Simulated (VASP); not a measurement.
Wanted: the native input for a VASP 6.6.1 run.

```yaml
Task: single point
Functional: r2SCAN
Potentials_or_basis: VASP PAW PBE potentials, release 64 (Ti_sv)
Cutoff: 520 eV
k_mesh: 24 × 24 × 14
Occupations: gaussian, width 0.15 eV
Spin: no spin polarisation
Dipole_correction: no
Further_INCAR_settings: ALGO = Normal; EDIFF = 1e-07; NBANDS = 19
```

Ti:

```xyz
2
Lattice="2.7627 0.0000 0.0000 -1.3813 2.3926 0.0000 0.0000 0.0000 5.2354" Properties=species:S:1:pos:R:3 pbc="T T T"
Ti    0.0000    1.5950    1.3088
Ti    1.3813    0.7975    3.9265
```

This cell differs from its parent crystal: ratio of the length along z to the lengths across it x 1.2, volume and fractional coordinates fixed.

The input as run:

POSCAR

```
Ti
1.0
    2.7626906966      0.0000000000      0.0000000000
   -1.3813453483      2.3925603260      0.0000000000
    0.0000000000      0.0000000000      5.2353894732
Ti
2
Direct
    0.3333333333      0.6666666667      0.2500000000
    0.6666666667      0.3333333333      0.7500000000
```

INCAR.step1

```
ALGO     = Normal         # electronic algorithm
EDIFF    = 1E-4           # SCF threshold, eV
ENCUT    = 520            # plane-wave cutoff, eV
GGA      = PE             # functional
ISMEAR   = 0              # smearing method
LASPH    = True           # aspherical terms in the spheres
LCHARG   = False          # write CHGCAR
LREAL    = False          # projectors in reciprocal space
LWAVE    = True           # write WAVECAR
NBANDS   = 19             # bands
NELM     = 60             # most SCF steps
PREC     = Accurate       # precision mode
SIGMA    = 0.15           # smearing width, eV
```

INCAR.step2

```
ALGO     = Normal         # electronic algorithm
EDIFF    = 1E-7           # SCF threshold, eV
ENCUT    = 520            # plane-wave cutoff, eV
ISIF     = 2              # what is computed and relaxed
ISMEAR   = 0              # smearing method
ISTART   = 1            
LASPH    = True           # aspherical terms in the spheres
LCHARG   = False          # write CHGCAR
LMIXTAU  = True         
LREAL    = False          # projectors in reciprocal space
LWAVE    = False          # write WAVECAR
METAGGA  = R2SCAN         # meta-GGA
NBANDS   = 19             # bands
NELM     = 60             # most SCF steps
PREC     = Accurate       # precision mode
SIGMA    = 0.15           # smearing width, eV
```

KPOINTS

```
k-points
0
Gamma
  24 24 14
```

Potentials or basis: VASP PAW PBE potentials, release 64 (Ti_sv).

Run with:

```console
$ cat potpaw_PBE.64/Ti_sv/POTCAR > POTCAR
$ cp INCAR.step1 INCAR
$ mpirun -np 1 vasp_std > vasp.out
$ cp INCAR.step2 INCAR
$ mpirun -np 1 vasp_std > vasp.out
```

Results of the run:

```yaml
Pressure: 0.5 GPa
Band_gap_on_the_k_mesh: zero (bands 12 and 13 overlap by 0.40 eV)
```

Caveat: the stress differs along the axes, from -12 to 7 GPa; the PAW data sets were made with another functional, which shifts forces and pressure a little.

Wall time 48 min on 1 thread of AMD EPYC 7571, on a shared host, peak memory 0.34 GiB.
